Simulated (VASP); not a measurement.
# Ca3H (Fm-3m) in VASP: a series of runs, part 2 of 2

VASP 6.6.1. Earlier steps stand in the parts before.

**3. Relaxation of cell and atoms, PBE**

This run uses another cell than the first one, of 34.99 Å³/atom.

INCAR

```
ALGO     = Fast           # electronic algorithm
EDIFF    = 1E-6           # SCF threshold, eV
EDIFFG   = -0.01          # ionic threshold
ENCUT    = 600            # plane-wave cutoff, eV
GGA      = PE             # functional
IBRION   = 2              # ionic algorithm
ISIF     = 3              # what is computed and relaxed
ISMEAR   = 0              # smearing method
LASPH    = T              # aspherical terms in the spheres
LCHARG   = F              # write CHGCAR
LREAL    = F              # projectors in reciprocal space
LWAVE    = F              # write WAVECAR
NELM     = 80             # most SCF steps
NSW      = 100            # ionic steps
PREC     = Accurate       # precision mode
SIGMA    = 0.1            # smearing width, eV
```

KPOINTS

```
k-points
0
Gamma
  10 10 10
```

POSCAR

```
Ca3H
1.0
    0.0000000000      4.1209225133      4.1209225133
    4.1209225133      0.0000000000      4.1209225133
    4.1209225133      4.1209225133      0.0000000000
Ca H
3 1
Direct
    0.5000000000      0.5000000000      0.5000000000
    0.2500000000      0.2500000000      0.2500000000
    0.7500000000      0.7500000000      0.7500000000
    0.0000000000      0.0000000000      0.0000000000
```

Potentials or basis: VASP PAW PBE potentials, release 64 (Ca_sv, H).

Started as:

```sh
$ cat potpaw_PBE.64/Ca_sv/POTCAR potpaw_PBE.64/H/POTCAR > POTCAR
$ mpirun -np 1 vasp_std > vasp.out
```

OUTCAR:

```text
EDIFF = 1E-6
   EDIFFG = -0.01
   ENCUT = 600
   GGA = PE
   IBRION = 2
   ISIF = 3
   ISMEAR = 0
   LASPH = T
   LREAL = F
   NELM = 80
   NSW = 100
   PREC = Accurate

 ion  position               nearest neighbor table
   1  0.500  0.500  0.500-
   2  0.250  0.250  0.250-
   3  0.750  0.750  0.750-
   4  0.000  0.000  0.000-

  LATTYP: Found a face centered cubic cell.
 ALAT       =     8.2418450266

  Lattice vectors:

 A1 = (   0.0000000000,   4.1209225133,   4.1209225133)
 A2 = (   4.1209225133,   0.0000000000,   4.1209225133)
 A3 = (   4.1209225133,   4.1209225133,   0.0000000000)

Analysis of symmetry for initial positions (statically):
=====================================================================
 Subroutine PRICEL returns:
 Original cell was already a primitive cell.

 Routine SETGRP: Setting up the symmetry group for a
 face centered cubic supercell.

 Subroutine GETGRP returns: Found 48 space group operations
 (whereof 48 operations were pure point group operations)
 out of a pool of 48 trial point group operations.

The static configuration has the point symmetry O_h .

Analysis of symmetry for dynamics (positions and initial velocities):
=====================================================================
 Subroutine PRICEL returns:
 Original cell was already a primitive cell.

 Routine SETGRP: Setting up the symmetry group for a
 face centered cubic supercell.

 Subroutine GETGRP returns: Found 48 space group operations
 (whereof 48 operations were pure point group operations)
 out of a pool of 48 trial point group operations.

The dynamic configuration has the point symmetry O_h .

 Subroutine INISYM returns: Found 48 space group operations
 (whereof 48 operations are pure point group operations),
 and found     1 'primitive' translations

----------------------------------------------------------------------------------------

                                     Primitive cell

  volume of cell :     139.9630

  direct lattice vectors                    reciprocal lattice vectors
     0.000000000  4.120922513  4.120922513    -0.121332056  0.121332056  0.121332056
     4.120922513  0.000000000  4.120922513     0.121332056 -0.121332056  0.121332056
     4.120922513  4.120922513  0.000000000     0.121332056  0.121332056 -0.121332056

  length of vectors
     5.827864508  5.827864508  5.827864508     0.210153285  0.210153285  0.210153285

  position of ions in fractional coordinates (direct lattice)
     0.500000000  0.500000000  0.500000000
     0.250000000  0.250000000  0.250000000
     0.750000000  0.750000000  0.750000000
     0.000000000  0.000000000  0.000000000

  ion indices of the primitive-cell ions
   primitive index   ion index
                 1           1
                 2           2
                 3           3
                 4           4

----------------------------------------------------------------------------------------

 KPOINTS: k-points

Automatic generation of k-mesh.
 Grid dimensions read from file:
 generate k-points for:   10   10   10

 Generating k-lattice:
[... 42 lines left out ...]
  0.400000  0.300000  0.000000     24.000000
 [... further k-points ...]
   k-points           NKPTS =     47   k-points in BZ     NKDIM =     47   number of bands    NBANDS=     19
   number of dos      NEDOS =    301   number of ions     NIONS =      4
   total plane-waves  NPLWV = 110592
   dimension x,y,z NGX =    48 NGY =   48 NGZ =   48
   dimension x,y,z NGXF=    96 NGYF=   96 NGZF=   96
   ions per type =               3   1
   NGX,Y,Z   is equivalent  to a cutoff of  13.69, 13.69, 13.69 a.u.
   NGXF,Y,Z  is equivalent  to a cutoff of  27.39, 27.39, 27.39 a.u.
 SYSTEM =  unknown system
   PREC   = accura    normal or accurate (medium, high low for compatibility)
   ISTART =      0    job   : 0-new  1-cont  2-samecut
   ICHARG =      2    charge: 1-file 2-atom 10-const
   ISPIN  =      1    spin polarized calculation?
   LNONCOLLINEAR =      F non collinear calculations
   LSORBIT =      F    spin-orbit coupling
   LASPH  =      T    aspherical Exc in radial PAW
   ENCUT  =  600.0 eV  44.10 Ry    6.64 a.u.  11.64 11.64 11.64*2*pi/ulx,y,z
   NELM   =     80;   NELMIN=  2; NELMDL= -5     # of ELM steps
   EDIFF  = 0.1E-05   stopping-criterion for ELM
   LREAL  =      F    real-space projection
   EDIFFG = -.1E-01   stopping-criterion for IOM
   NSW    =    100    number of steps for IOM
   IBRION =      2    ionic relax: 0-MD 1-quasi-New 2-CG
   NFREE  =      1    steps in history (QN), initial steepest desc. (CG)
   ISIF   =      3    stress and relaxation
   ISYM   =      2    0-nonsym 1-usesym 2-fastsym
   POTIM  = 0.5000    time-step for ionic-motion
   TEBEG  =    0.0;   TEEND  =   0.0 temperature during run
   PSTRESS=    0.0 pullay stress
   NELECT =      31.0000    total number of electrons
   NUPDOWN=      -1.0000    fix difference up-down
   EMIN   =  10.00;   EMAX   =-10.00  energy-range for DOS
   EFERMI =   0.00;   METHOD = LEGACY
   ISMEAR =     0;   SIGMA  =   0.10  broadening in eV -4-tet -1-fermi 0-gaus
   EFERMI_NEDOS =   21; number of points for ismear=-14 and -15
   IALGO  =     68    algorithm
   IMIX   =      4    mixing-type and parameters
     AMIX     =   0.40;   BMIX     =  1.00
     AMIX_MAG =   1.60;   BMIX_MAG =  1.00
  volume/ion in A,a.u.               =      34.99       236.13
  Fermi-wavevector in a.u.,A,eV,Ry     =   0.990507  1.871787 13.348736  0.981104
  Thomas-Fermi vector in A             =   2.122182
   LORBIT       =      0    0 simple, 1 ext, 2 COOP (PROOUT), +10 PAW based schemes
   GGA     = PE    functional components
   LHFCALC =     F    Hartree Fock is set to
   AEXX    =    0.0000 exact exchange contribution
   IVDW    =     0    specifies the selected vdW correction
   LEPSILON=     F    determine dielectric tensor
   LRPA    =     F    only Hartree local field effects (RPA)
 conjugate gradient relaxation of ions
 non-spin polarized calculation
 RMM-DIIS sequential band-by-band and
 Gauss-broadening in eV      SIGMA  =   0.10
  energy-cutoff  :      600.00
  volume of cell :      139.96
 maximum number of plane-waves:      4720
   NGX = 23   NGY = 23   NGZ = 23

--------------------------------------- Ionic step        1  -------------------------------------------

 number of electron      31.0000000 magnetization

 Free energy of the ion-electron system (eV)
  ---------------------------------------------------
  ext. energy  EPLUGINS =         0.00000000
  ---------------------------------------------------
  free energy    TOTEN  =        -6.92836298 eV

  energy without entropy =       -6.91622274  energy(sigma->0) =       -6.92229286

------------------------ aborting loop because EDIFF is reached ----------------------------------------

  FORCE on cell =-STRESS in cart. coord.  units (eV):
  Direction    XX          YY          ZZ          XY          YZ          ZX
  --------------------------------------------------------------------------------------
  -------------------------------------------------------------------------------------
  Total        0.2559416      0.2559416      0.2559416     -0.0000000      0.0000000     -0.0000000
  in kB        2.9298009      2.9298009      2.9298009     -0.0000000      0.0000000     -0.0000000
  external PRESSURE =       2.9298009 kB  Pullay stress =       0.0000000 kB
[... 63 lines left out ...]
--------------------------------------- Ionic step        3  -------------------------------------------

 number of electron      31.0000003 magnetization

 Free energy of the ion-electron system (eV)
  ---------------------------------------------------
  ext. energy  EPLUGINS =         0.00000000
  ---------------------------------------------------
  free energy    TOTEN  =        -6.93095629 eV

  energy without entropy =       -6.91901467  energy(sigma->0) =       -6.92498548

 E-fermi :   1.5450     XC(G=0):  -7.4887

 val. band max:        1.5406724885   @ k =   0.3000   0.2000   0.1000
 cond. band min:       1.5647135791   @ k =   0.3000   0.1000   0.0000
 fundamental gap:      0.0240410906
 Fermi energy:         1.5450496804

 k-point     1 :       0.0000    0.0000    0.0000
  band No.  band energies     occupation
      1     -40.8461      2.00000
      2     -40.8362      2.00000
      3     -40.7532      2.00000
      4     -21.8510      2.00000
      5     -21.8510      2.00000
      6     -21.8510      2.00000
[... 505 lines left out ...]
      6     -21.8484      2.00000
[... 11 lines left out ...]
     18       2.1792      0.00000
     19       2.4384      0.00000

 [... further k-points ...]

------------------------ aborting loop because EDIFF is reached ----------------------------------------

  FORCE on cell =-STRESS in cart. coord.  units (eV):
  Direction    XX          YY          ZZ          XY          YZ          ZX
  --------------------------------------------------------------------------------------
  -------------------------------------------------------------------------------------
  Total       -0.0141525     -0.0141525     -0.0141525     -0.0000000      0.0000000     -0.0000000
  in kB       -0.1586355     -0.1586355     -0.1586355     -0.0000000      0.0000000     -0.0000000
  external PRESSURE =      -0.1586355 kB  Pullay stress =       0.0000000 kB
[... 19 lines left out ...]
  FREE ENERGIE OF THE ION-ELECTRON SYSTEM (eV)
  ---------------------------------------------------
  free  energy   TOTEN  =        -6.9309562881 eV

  energy  without entropy=       -6.9190146739  energy(sigma->0) =       -6.92498548

 reached required accuracy - stopping structural energy minimisation
```

Run time: 6.2 min. Hardware: 1 thread of Oxide Virtual Turin-like, shared host; peak memory 0.39 GiB.

What came out:

- Free energy: -6.9310 eV
- Relaxed volume: 35.73 Å³/atom
- Relaxed cell: a = 5.869 Å, b = 5.869 Å, c = 5.869 Å, α = 60.00°, β = 60.00°, γ = 60.00°
- Space group after relaxing (to 0.1 Å): Fm-3m (No. 225)
- Energy gained by relaxing: 0.6 meV/atom
- Ionic steps: 3
- Pressure after relaxing: 0.0 GPa
- Band gap on the k mesh: zero (an odd number of electrons rules out a gap without spin polarisation)

The path:
| step | energy change (eV) | largest force (eV/Å) | pressure (GPa) | volume (Å³) |
| --- | --- | --- | --- | --- |
| 1 | 0.0000 | 0.0000 | 0.29 | 139.96 |
| 2 | -0.0018 | 0.0000 | 0.16 | 141.26 |
| 3 | -0.0026 | 0.0000 | -0.02 | 142.94 |

Final structure:
```xyz
4
Lattice="0.0000 4.1499 4.1499 4.1499 0.0000 4.1499 4.1499 4.1499 0.0000" Properties=species:S:1:pos:R:3 pbc="T T T"
Ca    4.1499    4.1499    4.1499
Ca    2.0749    2.0749    2.0749
Ca    6.2248    6.2248    6.2248
H     0.0000    0.0000    0.0000
```

The gap in the log of VASP goes by the Fermi energy; the results here count the filled bands.